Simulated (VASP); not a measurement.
A run of VASP 6.6.1:

POSCAR

```
SiO
1.0
    2.8069700000      0.0000000000      0.0000000000
    0.0000000000      2.8069700000      0.0000000000
    0.0000000000      0.0000000000      2.8069700000
Si O
1 1
Direct
    0.0000000000      0.0000000000      0.0000000000
    0.5000000000      0.5000000000      0.5000000000
```

INCAR.step1

```
PREC = Accurate
ENCUT = 520
EDIFF = 1E-5
ISMEAR = -1
SIGMA = 0.05
LREAL = False
LASPH = True
NELM = 60
ALGO = Normal
ISIF = 2
LWAVE = True
LCHARG = False
NBANDS = 12
GGA = PE
```

INCAR.step2

```
PREC = Accurate
ENCUT = 520
EDIFF = 1E-6
ISMEAR = -1
SIGMA = 0.05
LREAL = False
LASPH = True
NELM = 60
ALGO = Normal
ISIF = 2
LWAVE = False
LCHARG = False
GGA = PS
LHFCALC = True
AEXX = 0.25
HFSCREEN = 0.207
PRECFOCK = Normal
NBANDS = 12
ISTART = 1
```

File KPOINTS:

```
regular mesh
0
Gamma
  5 5 5
```

Potentials or basis: VASP PAW PBE potentials, release 64 (Si, O).

The run is started by

```sh
$ cat potpaw_PBE.64/Si/POTCAR potpaw_PBE.64/O/POTCAR > POTCAR
$ cp INCAR.step1 INCAR
$ mpirun -np 1 vasp_std > vasp.out
$ cp INCAR.step2 INCAR
$ mpirun -np 1 vasp_std > vasp.out
```

Hardware: 1 thread of AMD EPYC 7R13 Processor (Zen 3), with other jobs on the host.

Q: How long does it take, and how much memory?

A: Run time: 120 s on 1 thread of AMD EPYC 7R13 Processor (Zen 3), with other jobs on the host, peak memory 0.2 GiB. Counts: k points 10.
